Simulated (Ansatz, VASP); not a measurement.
**AlN in VASP and in Ansatz**

```
Al N
1.0
     3.06434    0.00000    0.00000
    -1.53217    2.65379    0.00000
     0.00000    0.00000    4.97800
Al N
2 2
Direct
  0.33333 0.66667 0.00000
  0.66667 0.33333 0.50000
  0.33333 0.66667 0.38500
  0.66667 0.33333 0.88500
```

Change from the starting cell: strain -0.015 along x and y, +0.000 along z, atoms carried along.

Alike in both runs: task single point; functional PBEsol; k mesh 9 × 9 × 6; occupations gaussian, width 0.05 eV; no spin polarisation.

```csv
,VASP,Ansatz
version,VASP 6.6.1,Ansatz 0.2.0
potentials or method,"VASP PAW PBE potentials, release 64 (Al, N), cutoff 520 eV","scalar-relativistic, plane waves, PAW"
valence electrons in the cell,16,16
```

VASP gave:

* gap on the k mesh at the Fermi level (eV): 4.39
* least direct gap on the mesh (eV): 4.39
* pressure (GPa): 7.4
* traceless stress, the component that is largest in VASP (GPa): -6.13
* rms of the force components (eV/Å): 0.214

Which values does Ansatz return?

gap on the k mesh at the Fermi level (eV): 4.38; least direct gap on the mesh (eV): 4.38; pressure (GPa): 7.4; traceless stress, the component that is largest in VASP (GPa): -6.05; rms of the force components (eV/Å): 0.211.

VASP's potentials were made for PBE, not for PBEsol. Atom by atom the forces differ by 0.003 eV/Å (rms over components). With one functional, cell and mesh, what is left measures potentials, basis and numerics.
